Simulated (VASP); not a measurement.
Set up this calculation in VASP 6.6.1, as the native input.

* Task: single point
* Functional: PBEsol
* Potentials or basis: VASP PAW PBE potentials, release 64 (Be, Te)
* Cutoff: 520 eV
* k mesh: 8 × 8 × 8
* Occupations: gaussian, width 0.01 eV
* Spin: no spin polarisation
* Dipole correction: no
* Further INCAR settings: ALGO = Normal; EDIFF = 1e-06; NBANDS = 11

The structure of BeTe lies in POSCAR:

```
BeTe
1.0
    2.8308035945      2.8308035945      0.0000000000
   -2.8308035945      2.8308035945      0.0000000000
    0.0000000000      2.8308035945      2.7859591811
Be Te
1 1
Direct
    0.0000000000      0.0000000000      0.0000000000
    0.7500000000      0.2500000000      0.5000000000
```

This cell differs from its parent crystal: in-plane strain +0.01.

One way to write it, as run:

INCAR

```
SYSTEM = BeTe
ALGO = Normal ; EDIFF = 1E-6
ENCUT = 520 ; GGA = PS
ISIF = 2 ; ISMEAR = 0
LASPH = .TRUE. ; LCHARG = .FALSE.
LREAL = .FALSE. ; LWAVE = .FALSE.
NBANDS = 11 ; NELM = 60
PREC = Accurate ; SIGMA = 0.01
```

KPOINTS

```
k-points
0
G
  8 8 8
  0 0 0
```

Potentials or basis: VASP PAW PBE potentials, release 64 (Be, Te).

Launch:

```console
$ cat potpaw_PBE.64/Be/POTCAR potpaw_PBE.64/Te/POTCAR > POTCAR
$ mpirun -np 1 vasp_std > vasp.out
```

Results of the run:

```json
{"Pressure": "-0.6 GPa", "Band gap on the k mesh": "1.73 eV, indirect (least direct gap 3.52 eV)"}
```

Caveat: the cell differs from its parent crystal (in-plane strain +0.01); the PAW data sets were made with another functional, which shifts forces and pressure a little; spin-orbit coupling is left out, which moves the levels of the heavy elements.

It took 38 s on 1 thread of AMD EPYC 7R13 Processor (Zen 3), with other jobs on the host, peak memory 0.15 GiB.
